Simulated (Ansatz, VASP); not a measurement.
# One calculation of MnIr, two programs

Contents of INCAR:

```
SYSTEM = MnIr
ALGO = Normal ; EDIFF = 1E-6
ENCUT = 520 ; GGA = CA
ISIF = 2 ; ISMEAR = -1
ISPIN = 2 ; LASPH = .True.
LCHARG = .False. ; LMAXMIX = 4
LORBIT = 11 ; LREAL = .False.
LWAVE = .False. ; MAGMOM = 2.8 0
NBANDS = 22 ; NELM = 150
PREC = Accurate ; SIGMA = 0.1
```

The input KPOINTS:

```
k-points
0
Gamma
  10 10 10
  0 0 0
```

Contents of POSCAR:

```
MnIr
1.0
    1.3246000000      0.7647600000      4.2398600000
   -1.3246000000      0.7647600000      4.2398600000
    0.0000000000     -1.5295100000      4.2398600000
Mn Ir
1 1
Direct
    0.5000000000      0.5000000000      0.5000000000
    0.0000000000      0.0000000000      0.0000000000
```

Input for Ansatz:

```yaml
crystal:
  lattice:
    - [1.3246, 0.76476, 4.23986]
    - [-1.3246, 0.76476, 4.23986]
    - [0.0, -1.52951, 4.23986]
  atoms:
    - { symbol: Mn, position: [0.5, 0.5, 0.5] }
    - { symbol: Ir, position: [0.0, 0.0, 0.0] }
basis:
  ecutwfc: 550.0
  xc_grid: 1
kpoints:
  mp_grid:
    grid: [10, 10, 10]
hamiltonian:
  xc: lda
magnetization:
  spin_polarized: true
  per_species:
    Mn: 2.8
scf:
  occupations:
    method: fermi_dirac
output:
  eigenvalues: true
```

Alike in both runs: task single point; functional LDA; k mesh 10 × 10 × 10; collinear spin.

```csv
,VASP,Ansatz
version,VASP 6.6.1,Ansatz 0.2.0
potentials or method,"VASP PAW LDA potentials, release 64 (Mn_pv, Ir), cutoff 520 eV","plane waves, PAW"
occupations,"fermi-dirac, width 0.1 eV",fermi-dirac
valence electrons in the cell,22,32
```

Ansatz gave:

- gap on the k mesh at the Fermi level (eV): none
- net moment per atom (μB): 0.47
- size of the moment on the site where the two differ most (μB): 0.93

Problem. Which values does VASP return?

Solution. gap on the k mesh at the Fermi level (eV): none; net moment per atom (μB): 0.27; size of the moment on the site where the two differ most (μB): 0.54.

The net moments are unlike, so the other rows may belong to different states. LDA's correlation is that of Perdew and Zunger in VASP and of Perdew and Wang (1992) in Ansatz. Site moments also hang on the region over which each program counts them. A gap of «none» marks a metal or a gap that the smearing closes. VASP's potentials hold 22 valence electrons a cell and Ansatz's 32, so a difference there can come from the potentials and not from the codes.

Spin-orbit coupling is off throughout.
